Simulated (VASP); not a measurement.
Write the native input for VASP 6.6.1 that does the following.

| Property | Result |
| --- | --- |
| Task | single point |
| Functional | PBE |
| Potentials or basis | VASP PAW PBE potentials, release 64 (Ti_sv) |
| Cutoff | 520 eV |
| k mesh | 6 × 6 × 4 |
| Occupations | gaussian, width 0.1 eV |
| Spin | no spin polarisation |
| Dipole correction | no |
| Further INCAR settings | ALGO = Normal; EDIFF = 1e-07; NBANDS = 32 |

The structure of Ti lies in POSCAR:

```
Ti
1.0
    1.6185514997     -5.1343778691      0.0000000000
    1.6185514997      5.1343778691      0.0000000000
    0.0000000000      0.0000000000      4.2835381079
Ti
4
Direct
    0.0980000000      0.9020000000      0.9100000000
    0.5980000000      0.4020000000      0.5900000000
    0.9020000000      0.0980000000      0.0900000000
    0.4020000000      0.5980000000      0.4100000000
```

One way to write it, as run:

INCAR

```
PREC = Accurate
ENCUT = 520
EDIFF = 1E-7
ISMEAR = 0
SIGMA = 0.1
LREAL = False
LASPH = True
NELM = 80
ALGO = Normal
ISIF = 2
LWAVE = False
LCHARG = False
GGA = PE
NBANDS = 32
```

KPOINTS

```
Automatic mesh
0
Gamma
  6 6 4
```

Potentials or basis: VASP PAW PBE potentials, release 64 (Ti_sv).

Run with:

```console
$ cat potpaw_PBE.64/Ti_sv/POTCAR > POTCAR
$ mpirun -np 1 vasp_std > vasp.out
```

It gave:

```
Pressure               : 10.3 GPa
Largest force          : 3.865 eV/Å
Band gap on the k mesh : zero (bands 24 and 25 overlap by 0.85 eV)
```

Caveat: the k points lie up to 0.37 Å⁻¹ apart, too coarse for converged energies and pressures of a metal; forces of over 1 eV/Å act on the atoms, so gaps and moduli don't describe the material at rest.

Wall time 40 s on 1 thread of Intel(R) Xeon(R) 6975P-C (Granite Rapids), on a shared host, peak memory 0.24 GiB.
